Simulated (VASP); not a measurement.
# NbAs (I4_1md) in VASP: further runs

NbAs is run at these levels: LDA; tasks: single point.

Program: VASP 6.6.1. These are calculated values, not measurements. Logs are shortened: lines on timing, memory, paths and dates and some standing lists are left out, and cuts for length are marked.

### 1 The cell of the first run

The structure is tetragonal, space group I4_1md (No. 109). Conventional cell: a = 3.497 Å, b = 3.497 Å, c = 11.834 Å, α = 90.00°, β = 90.00°, γ = 90.00°. Within 3.5 Å of Nb (site symmetry 2mm) lie 6 As at 2.63 to 2.67 Å and 8 Nb at 3.44 to 3.50 Å. As (site symmetry 2mm) has 6 Nb at 2.63 to 2.67 Å and 8 As at 3.44 to 3.50 Å within 3.5 Å.

### 2 Single point, LDA (volume scaled by 1.04)

Input file INCAR:

```
  PREC = Accurate
  ENCUT = 520
  EDIFF = 1E-6
  ISMEAR = -1
  SIGMA = 0.05
  LREAL = False
  LASPH = True
  NELM = 60
  ALGO = Normal
  ISIF = 2
  LWAVE = False
  LCHARG = False
  GGA = CA
  NBANDS = 26
```

Input file KPOINTS:

```
regular mesh
0
Gamma
  11 11 11
```

Input file POSCAR:

```
NbAs
1.0
   -1.7485611571      1.7485611571      5.9168509183
    1.7485611571     -1.7485611571      5.9168509183
    1.7485611571      1.7485611571     -5.9168509183
Nb As
2 2
Direct
    0.5000000000      0.0000000000      0.5000000000
    0.7500000000      0.7500000000      0.0000000000
    0.9160000000      0.4160000000      0.5000000000
    0.1660000000      0.1660000000      0.0000000000
```

Potentials or basis: VASP PAW LDA potentials, release 64 (Nb_sv, As).

Launch:

```
> cat potpaw_LDA.64/Nb_sv/POTCAR potpaw_LDA.64/As/POTCAR > POTCAR
> mpirun -np 1 vasp_std > vasp.out
```

OUTCAR:

```text
PREC = Accurate
   ENCUT = 520
   EDIFF = 1E-6
   ISMEAR = -1
   LREAL = False
   LASPH = True
   NELM = 60
   ISIF = 2
   GGA = CA

 ion  position               nearest neighbor table
   1  0.500  0.000  0.500-   4 2.63   4 2.63   3 2.67   3 2.67   3 2.67   3 2.67
   2  0.750  0.750  0.000-   3 2.63   3 2.63   4 2.67   4 2.67   4 2.67   4 2.67
   3  0.916  0.416  0.500-   2 2.63   2 2.63   1 2.67   1 2.67   1 2.67   1 2.67
   4  0.166  0.166  0.000-   1 2.63   1 2.63   2 2.67   2 2.67   2 2.67   2 2.67

  LATTYP: Found a body centered tetragonal cell.
 ALAT       =     3.4971223142
 C/A-ratio  =     3.3838398470

  Lattice vectors:

 A1 = (  -1.7485611571,   1.7485611571,   5.9168509183)
 A2 = (   1.7485611571,  -1.7485611571,   5.9168509183)
 A3 = (   1.7485611571,   1.7485611571,  -5.9168509183)

Analysis of symmetry for initial positions (statically):
=====================================================================
 Subroutine PRICEL returns:
 Original cell was already a primitive cell.

 Routine SETGRP: Setting up the symmetry group for a
 body centered tetragonal supercell.

 Subroutine GETGRP returns: Found  8 space group operations
 (whereof  4 operations were pure point group operations)
 out of a pool of 16 trial point group operations.

The static configuration has the point symmetry C_2v.
 The point group associated with its full space group is C_4v.

Analysis of symmetry for dynamics (positions and initial velocities):
=====================================================================
 Subroutine PRICEL returns:
 Original cell was already a primitive cell.

 Routine SETGRP: Setting up the symmetry group for a
 body centered tetragonal supercell.

 Subroutine GETGRP returns: Found  8 space group operations
 (whereof  4 operations were pure point group operations)
 out of a pool of 16 trial point group operations.

The dynamic configuration has the point symmetry C_2v.
 The point group associated with its full space group is C_4v.

 Subroutine INISYM returns: Found  8 space group operations
 (whereof  4 operations are pure point group operations),
 and found     1 'primitive' translations

----------------------------------------------------------------------------------------

                                     Primitive cell

  volume of cell :      72.3623

  direct lattice vectors                    reciprocal lattice vectors
    -1.748561157  1.748561157  5.916850918     0.000000000  0.285949392  0.084504411
     1.748561157 -1.748561157  5.916850918     0.285949392  0.000000000  0.084504411
     1.748561157  1.748561157 -5.916850918     0.285949392  0.285949392  0.000000000

  length of vectors
     6.412804147  6.412804147  6.412804147     0.298174530  0.298174530  0.404393509

  position of ions in fractional coordinates (direct lattice)
     0.500000000  0.000000000  0.500000000
     0.750000000  0.750000000  0.000000000
     0.916000000  0.416000000  0.500000000
     0.166000000  0.166000000  0.000000000

  ion indices of the primitive-cell ions
   primitive index   ion index
                 1           1
                 2           2
                 3           3
                 4           4

----------------------------------------------------------------------------------------

 KPOINTS: regular mesh

Automatic generation of k-mesh.
 Grid dimensions read from file:
 generate k-points for:   11   11   11

 Generating k-lattice:

  Cartesian coordinates                     Fractional coordinates (reciprocal lattice)
     0.000000000  0.025995399  0.007682219     0.090909091  0.000000000 -0.000000000
     0.025995399  0.000000000  0.007682219     0.000000000  0.090909091 -0.000000000
     0.025995399  0.025995399  0.000000000     0.000000000  0.000000000  0.090909091

  Length of vectors
     0.027106775  0.027106775  0.036763046

  Shift w.r.t. Gamma in fractional coordinates (k-lattice)
     0.000000000  0.000000000  0.000000000

 Subroutine IBZKPT returns following result:
 ===========================================

 Found    126 irreducible k-points:

 Following reciprocal coordinates:
            Coordinates               Weight
  0.000000  0.000000  0.000000      1.000000
  0.090909  0.000000  0.000000      8.000000
  0.181818  0.000000  0.000000      8.000000
  0.272727  0.000000  0.000000      8.000000
  0.363636 -0.000000  0.000000      8.000000
  0.454545  0.000000  0.000000      8.000000
[... 16 lines left out ...]
 -0.272727  0.181818 -0.000000     16.000000
 -0.181818  0.181818  0.000000      4.000000
 [... further k-points ...]
   k-points           NKPTS =    126   k-points in BZ     NKDIM =    126   number of bands    NBANDS=     26
   number of dos      NEDOS =    301   number of ions     NIONS =      4
   total plane-waves  NPLWV = 110592
   dimension x,y,z NGX =    48 NGY =   48 NGZ =   48
   dimension x,y,z NGXF=    96 NGYF=   96 NGZF=   96
   ions per type =               2   2
   NGX,Y,Z   is equivalent  to a cutoff of  12.44, 12.44, 12.44 a.u.
   NGXF,Y,Z  is equivalent  to a cutoff of  24.89, 24.89, 24.89 a.u.
 SYSTEM =  unknown system
   PREC   = accura    normal or accurate (medium, high low for compatibility)
   ISTART =      0    job   : 0-new  1-cont  2-samecut
   ICHARG =      2    charge: 1-file 2-atom 10-const
   ISPIN  =      1    spin polarized calculation?
   LNONCOLLINEAR =      F non collinear calculations
   LSORBIT =      F    spin-orbit coupling
   LASPH  =      T    aspherical Exc in radial PAW
   ENCUT  =  520.0 eV  38.22 Ry    6.18 a.u.  11.92 11.92 11.92*2*pi/ulx,y,z
   NELM   =     60;   NELMIN=  2; NELMDL= -5     # of ELM steps
   EDIFF  = 0.1E-05   stopping-criterion for ELM
   LREAL  =      F    real-space projection
   EDIFFG = 0.1E-04   stopping-criterion for IOM
   NSW    =      0    number of steps for IOM
   IBRION =     -1    ionic relax: 0-MD 1-quasi-New 2-CG
   NFREE  =      0    steps in history (QN), initial steepest desc. (CG)
   ISIF   =      2    stress and relaxation
   ISYM   =      2    0-nonsym 1-usesym 2-fastsym
   POTIM  = 0.5000    time-step for ionic-motion
   TEBEG  =    0.0;   TEEND  =   0.0 temperature during run
   PSTRESS=    0.0 pullay stress
   NELECT =      36.0000    total number of electrons
   NUPDOWN=      -1.0000    fix difference up-down
   EMIN   =  10.00;   EMAX   =-10.00  energy-range for DOS
   EFERMI =   0.00;   METHOD = LEGACY
   ISMEAR =    -1;   SIGMA  =   0.05  broadening in eV -4-tet -1-fermi 0-gaus
   EFERMI_NEDOS =   21; number of points for ismear=-14 and -15
   IALGO  =     38    algorithm
   IMIX   =      4    mixing-type and parameters
     AMIX     =   0.40;   BMIX     =  1.00
     AMIX_MAG =   1.60;   BMIX_MAG =  1.00
  volume/ion in A,a.u.               =      18.09       122.08
  Fermi-wavevector in a.u.,A,eV,Ry     =   1.297194  2.451341 22.894688  1.682712
  Thomas-Fermi vector in A             =   2.428602
   LORBIT       =      0    0 simple, 1 ext, 2 COOP (PROOUT), +10 PAW based schemes
   GGA     = CA    functional components
   LHFCALC =     F    Hartree Fock is set to
   AEXX    =    0.0000 exact exchange contribution
   IVDW    =     0    specifies the selected vdW correction
   LEPSILON=     F    determine dielectric tensor
   LRPA    =     F    only Hartree local field effects (RPA)
 non-spin polarized calculation
  energy-cutoff  :      520.00
  volume of cell :       72.36
 maximum number of plane-waves:      1986
   NGX = 23   NGY = 23   NGZ = 23

 number of electron      36.0000000 magnetization

 Free energy of the ion-electron system (eV)
  ---------------------------------------------------
  ext. energy  EPLUGINS =         0.00000000
  ---------------------------------------------------
  free energy    TOTEN  =       -36.19405939 eV

  energy without entropy =      -36.18762458  energy(sigma->0) =      -36.19084198

 E-fermi :   9.0598     XC(G=0): -11.8292

 val. band max:        9.0415951021   @ k =  -0.0909   0.4545   0.0909
 cond. band min:       9.0721446874   @ k =  -0.1818  -0.4545   0.1818
 fundamental gap:      0.0305495853
 Fermi energy:         9.0597623155

 k-point     1 :       0.0000    0.0000    0.0000
  band No.  band energies     occupation
      1     -45.8262      2.00000
      2     -45.8021      2.00000
      3     -22.1674      2.00000
      4     -22.0922      2.00000
      5     -22.0922      2.00000
      6     -21.9381      2.00000
[... 18 lines left out ...]
     25      12.8386      0.00000
     26      12.8400      0.00000

 k-point     2 :       0.0909    0.0000    0.0000
  band No.  band energies     occupation
      1     -45.8251      2.00000
      2     -45.8017      2.00000
      3     -22.1630      2.00000
      4     -22.1056      2.00000
      5     -22.0909      2.00000
      6     -21.9521      2.00000
[... 18 lines left out ...]
     25      12.9113      0.00000
     26      13.1559      0.00000

 k-point     3 :       0.1818    0.0000    0.0000
  band No.  band energies     occupation
      1     -45.8219      2.00000
      2     -45.8006      2.00000
      3     -22.1638      2.00000
      4     -22.1283      2.00000
      5     -22.0874      2.00000
      6     -21.9873      2.00000
[... 18 lines left out ...]
     25      13.1570      0.00000
     26      13.8641      0.00000

 k-point     4 :       0.2727    0.0000    0.0000
  band No.  band energies     occupation
      1     -45.8175      2.00000
      2     -45.7994      2.00000
      3     -22.2062      2.00000
      4     -22.1166      2.00000
      5     -22.0829      2.00000
      6     -22.0292      2.00000
[... 18 lines left out ...]
     25      13.2119      0.00000
     26      14.5621      0.00000
[... 496 lines left out ...]
      1     -45.8103      2.00000
      2     -45.7958      2.00000
      3     -22.2428      2.00000
      4     -22.1365      2.00000
      5     -22.0910      2.00000
      6     -22.0518      2.00000
[... 18 lines left out ...]
     25      13.0698      0.00000
     26      14.7335      0.00000

 k-point    23 :      -0.2727    0.1818   -0.0000
  band No.  band energies     occupation
      1     -45.8145      2.00000
      2     -45.7967      2.00000
      3     -22.1980      2.00000
      4     -22.1433      2.00000
      5     -22.0994      2.00000
      6     -22.0247      2.00000
[... 18 lines left out ...]
     25      13.0140      0.00000
     26      14.3643      0.00000

 k-point    24 :      -0.1818    0.1818    0.0000
  band No.  band energies     occupation
      1     -45.8185      2.00000
      2     -45.7982      2.00000
      3     -22.1595      2.00000
      4     -22.1440      2.00000
      5     -22.1105      2.00000
      6     -21.9869      2.00000
[... 18 lines left out ...]
     25      12.6058      0.00000
     26      14.0281      0.00000

 [... further k-points ...]

------------------------ aborting loop because EDIFF is reached ----------------------------------------

  FORCE on cell =-STRESS in cart. coord.  units (eV):
  Direction    XX          YY          ZZ          XY          YZ          ZX
  --------------------------------------------------------------------------------------
  -------------------------------------------------------------------------------------
  Total       -5.3279891     -5.3279891     -4.3790993      0.0000000      0.0000000      0.0000000
  in kB     -117.9672987   -117.9672987    -96.9578782      0.0000000      0.0000000      0.0000000
  external PRESSURE =    -110.9641585 kB  Pullay stress =       0.0000000 kB

 VOLUME and BASIS-vectors are now :
 -----------------------------------------------------------------------------
  energy-cutoff  :      520.00
  volume of cell :       72.36
      direct lattice vectors                 reciprocal lattice vectors
    -1.748561157  1.748561157  5.916850918     0.000000000  0.285949392  0.084504411
     1.748561157 -1.748561157  5.916850918     0.285949392  0.000000000  0.084504411
     1.748561157  1.748561157 -5.916850918     0.285949392  0.285949392  0.000000000

 POSITION                                       TOTAL-FORCE (eV/Angst)
 -----------------------------------------------------------------------------------
      0.00000      1.74856      0.00000        -0.000000      0.000000     -0.231927
      0.00000      0.00000      8.87528         0.000000     -0.000000     -0.231927
      0.00000      1.74856      4.92282         0.000000      0.000000      0.231927
      0.00000      0.00000      1.96439        -0.000000     -0.000000      0.231927
 -----------------------------------------------------------------------------------
    total drift:                               -0.000000     -0.000000      0.001155

  FREE ENERGIE OF THE ION-ELECTRON SYSTEM (eV)
  ---------------------------------------------------
  free  energy   TOTEN  =       -36.1940593857 eV

  energy  without entropy=      -36.1876245775  energy(sigma->0) =      -36.19084198
```

Run time: 3.5 min. Hardware: 1 thread of Intel Xeon 6975P-C (Granite Rapids), shared host; peak memory 0.39 GiB.

What came out:

```yaml
Free_energy: -36.1941 eV
Pressure: -11.1 GPa
Largest_force: 0.232 eV/Å
```

Forces in eV/Å, atoms in the order of the input:
```
Nb   0.000  0.000 -0.232
Nb   0.000  0.000 -0.232
As   0.000  0.000  0.232
As   0.000  0.000  0.232
```

Levels at points of the mesh, in eV from the Fermi level:
```tsv
k point	band 15	band 16	band 17	band 18	band 19	band 20	band 21	band 22
(0.00, 0.00, 0.00)	-1.91	-1.58	-1.34	-1.34	0.68	1.22	2.28	2.85
```

(Part 1 of 2 ends here.)
